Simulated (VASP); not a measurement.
A run of VASP 6.6.1 is set up as follows.

File INCAR:

```
SYSTEM = Sn3Se
  PREC = Accurate
  ENCUT = 520
  EDIFF = 1E-6
  ISMEAR = -1
  SIGMA = 0.05
  LREAL = .FALSE.
  LASPH = .TRUE.
  NELM = 60
  ALGO = Normal
  ISIF = 2
  LWAVE = .FALSE.
  LCHARG = .FALSE.
  GGA = PE
  NBANDS = 32
```

File KPOINTS:

```
regular mesh
0
G
  6 6 6
  0 0 0
```

POSCAR

```
Sn3Se
1.0
    0.0000000000      3.6569301267      3.6569301267
    3.6569301267      0.0000000000      3.6569301267
    3.6569301267      3.6569301267      0.0000000000
Sn Se
3 1
Direct
    0.5000000000      0.5000000000      0.5000000000
    0.7500000000      0.7500000000      0.7500000000
    0.2500000000      0.2500000000      0.2500000000
    0.0000000000      0.0000000000      0.0000000000
```

Potentials or basis: VASP PAW PBE potentials, release 64 (Sn_d, Se).

Run with:

```console
$ cat potpaw_PBE.64/Sn_d/POTCAR potpaw_PBE.64/Se/POTCAR > POTCAR
$ mpirun -np 1 vasp_std > vasp.out
```

Estimate the band gap on the k mesh.

zero (band 24 reaches 8.64 eV, above the bottom of band 25 at 6.50 eV).

What does it give for the pressure?

3.2 GPa.

Caveat: spin-orbit coupling is left out, which moves the levels of the heavy elements.
